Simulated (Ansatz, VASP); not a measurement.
BaTiO3 in VASP and in Ansatz

POSCAR

```
BaTiO3
1.0
    4.0566109000      0.0000000000      0.0000000000
    0.0113280300      4.0565906400      0.0000000000
    0.0226560600      0.0225952700      8.1131610100
Ba Ti O
2 2 6
Direct
    0.0000000000      0.0000000000      0.0000000000
    0.0000000000      0.0000000000      0.5000000000
    0.4880000000      0.4880000000      0.2440000000
    0.4880000000      0.4880000000      0.7440000000
    0.5116000000      0.5116000000      0.0097500000
    0.5116000000      0.5116000000      0.5097500000
    0.0195000000      0.5116000000      0.2558000000
    0.0195000000      0.5116000000      0.7558000000
    0.5116000000      0.0195000000      0.2558000000
    0.5116000000      0.0195000000      0.7558000000
```

The input INCAR.step1:

```
SYSTEM = BaTiO3
PREC = Accurate ; ENCUT = 520
ISMEAR = -1 ; SIGMA = 0.1
LREAL = .FALSE. ; LASPH = .TRUE.
NELM = 60 ; NBANDS = 51
GGA = PE ; ALGO = Normal
EDIFF = 1E-4 ; LWAVE = .TRUE.
LCHARG = .FALSE.
```

INCAR.step2

```
SYSTEM = BaTiO3
PREC = Accurate ; ENCUT = 520
EDIFF = 1E-7 ; ISMEAR = -1
SIGMA = 0.1 ; LREAL = .FALSE.
LASPH = .TRUE. ; NELM = 60
ALGO = Normal ; ISIF = 2
LWAVE = .FALSE. ; LCHARG = .FALSE.
METAGGA = R2SCAN ; LMIXTAU = .TRUE.
NBANDS = 51 ; ISTART = 1
```

The input KPOINTS:

```
Automatic mesh
0
G
  6 6 3
  0 0 0
```

Input for Ansatz:

```yaml
crystal:
  lattice:
    - [4.0566109, 0.0, 0.0]
    - [0.01132803, 4.05659064, 0.0]
    - [0.02265606, 0.02259527, 8.11316101]
  atoms:
    - { symbol: Ba, position: [0.0, 0.0, 0.0] }
    - { symbol: Ba, position: [0.0, 0.0, 0.5] }
    - { symbol: Ti, position: [0.488, 0.488, 0.244] }
    - { symbol: Ti, position: [0.488, 0.488, 0.744] }
    - { symbol: O, position: [0.5116, 0.5116, 0.00975] }
    - { symbol: O, position: [0.5116, 0.5116, 0.50975] }
    - { symbol: O, position: [0.0195, 0.5116, 0.2558] }
    - { symbol: O, position: [0.0195, 0.5116, 0.7558] }
    - { symbol: O, position: [0.5116, 0.0195, 0.2558] }
    - { symbol: O, position: [0.5116, 0.0195, 0.7558] }
  symmetry: { tolerance: 0.0003 }
kpoints:
  mp_grid: { grid: [6, 6, 3], shift: [0, 0, 0] }
  band_path:
    path:
      - [0.0, 0.0, 0.0]
      - [-0.5, -0.5, -1.0]
      - [-0.502777, -0.5, -0.994446]
      - [-0.49999952, -0.49722275, 0.99444696]
      - [-0.49999982, -5.0e-08, 3.5e-07]
      - [0.0, 0.0, 0.0]
      - [-0.49861108, 7.0e-08, 0.99722383]
      - [-0.50138826, -0.49861138, 4.8e-07]
      - [-0.49999976, -0.49999987, 4.8e-07]
      - [0.0, 0.0, 0.0]
    npoints: 6
magnetization:
  spin_polarized: false
scf:
  occupations: { method: fermi_dirac }
  lower_state_search: "off"
  max_iter: 200
hamiltonian:
  pseudopotentials: { kind: paw }
  xc: r2scan
basis:
  ecutwfc: 500
  fft_grid_basis: typed
output:
  forces: true
  stress: true
  eigenvalues: true
  bader: true
  populations: true
  elf: true
  write_potential: true
  volumetric_format: npy
  dos:
    e_range: [-12, 8]
    de: 0.05
    projected: { site_lists: { Ba: [Ba], O: [O], Ti: [Ti] } }
checkpoint:
  read: saved_state
```

Alike in both runs: task single point; functional r2SCAN; k mesh 6 × 6 × 3; no spin polarisation.

|  | VASP | Ansatz |
| --- | --- | --- |
| version | VASP 6.6.1 | Ansatz 0.2.0 |
| potentials or method | VASP PAW PBE potentials, release 64 (Ba_sv, Ti_sv, O), cutoff 520 eV | PAW plane waves |
| occupations | fermi-dirac, width 0.1 eV | fermi-dirac |
| valence electrons in the cell | 80 | 80 |

Ansatz gave:

| Item | Value |
| --- | --- |
| pressure (GPa) | -4.9 |
| traceless stress, the component that is largest in VASP (GPa) | 0.12 |
| rms of the force components (eV/Å) | 0.166 |

Task: Estimate VASP's values.

Result: Pressure (GPa): -3.2; traceless stress, the component that is largest in VASP (GPa): 0.08; rms of the force components (eV/Å): 0.113.

VASP's potentials were made for PBE, not for r2SCAN. Atom by atom the forces differ by 0.055 eV/Å (rms over components). Ansatz's warnings: structure snapped to symmetry.

Neither program's run includes spin-orbit coupling.
